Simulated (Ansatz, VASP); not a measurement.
**Fe: VASP beside Ansatz**

The input INCAR:

```
ALGO = Normal ; EDIFF = 1E-8
ENCUT = 520 ; GGA = PE
ISIF = 2 ; ISMEAR = -1
ISPIN = 2 ; LASPH = T
LCHARG = F ; LEFG = T
LMAXMIX = 4 ; LORBIT = 11
LREAL = F ; LWAVE = F
MAGMOM = 3 ; NBANDS = 14
NELM = 150 ; PREC = Accurate
SIGMA = 0.03
```

The input KPOINTS:

```
k-points
0
Gamma
  18 18 18
```

File POSCAR:

```
Fe
1.0
    2.3678415350      0.0000000000      0.0000000000
    0.0000000000      2.3678415350      0.0000000000
    0.0000000000      0.0000000000      2.3678415350
Fe
1
Direct
    0.0000000000      0.0000000000      0.0000000000
```

Input for Ansatz:

```yaml
crystal:
  lattice:
    - [2.367841535, 0.0, 0.0]
    - [0.0, 2.367841535, 0.0]
    - [0.0, 0.0, 2.367841535]
  atoms:
    - { symbol: Fe, position: [0.0, 0.0, 0.0], spin: 3.0 }
magnetization:
  spin_polarized: true
kpoints:
  mp_grid: { grid: [18, 18, 18] }
  band_path:
    path:
      - [0.0, 0.0, 0.0]
      - [0.0, 0.5, 0.0]
      - [0.5, 0.5, 0.0]
      - [0.0, 0.0, 0.0]
      - [0.5, 0.5, 0.5]
      - [0.0, 0.5, 0.0]
      - [0.5, 0.5, 0.5]
      - [0.5, 0.5, 0.0]
    npoints: 8
scf:
  occupations: { method: fermi_dirac, width: 0.03 }
hamiltonian:
  xc: pbe
  pseudopotentials: { kind: paw }
output:
  forces: true
  stress: true
  eigenvalues: true
  efg: { contact_densities: true }
  populations: true
  bader: true
  dos: { projected: true, de: 0.2, e_range: [-14, 8] }
```

Alike in both runs: task electric field gradients; functional PBE; k mesh 18 × 18 × 18; occupations fermi-dirac, width 0.03 eV; collinear spin.

|  | VASP | Ansatz |
| --- | --- | --- |
| version | VASP 6.6.1 | Ansatz 0.2.0 |
| potentials or method | VASP PAW PBE potentials, release 64 (Fe) | PAW with Ansatz's default frozen-core files, scalar-relativistic |
| plane-wave cutoff (eV) | 520 | 420 |
| valence electrons in the cell | 8 | 16 |

Ansatz gave:

| Property | Result |
| --- | --- |
| pressure (GPa) | 0.0 |
| net moment per atom (μB) | 2.36 |
| size of the moment on the site where the two differ most (μB) | 2.34 |

Task: Estimate VASP's values.

Result: Pressure (GPa): -0.4; net moment per atom (μB): 2.37; size of the moment on the site where the two differ most (μB): 2.36.

Site moments also hang on the region over which each program counts them. VASP's potentials hold 8 valence electrons a cell and Ansatz's 16, so a difference there can come from the potentials and not from the codes.
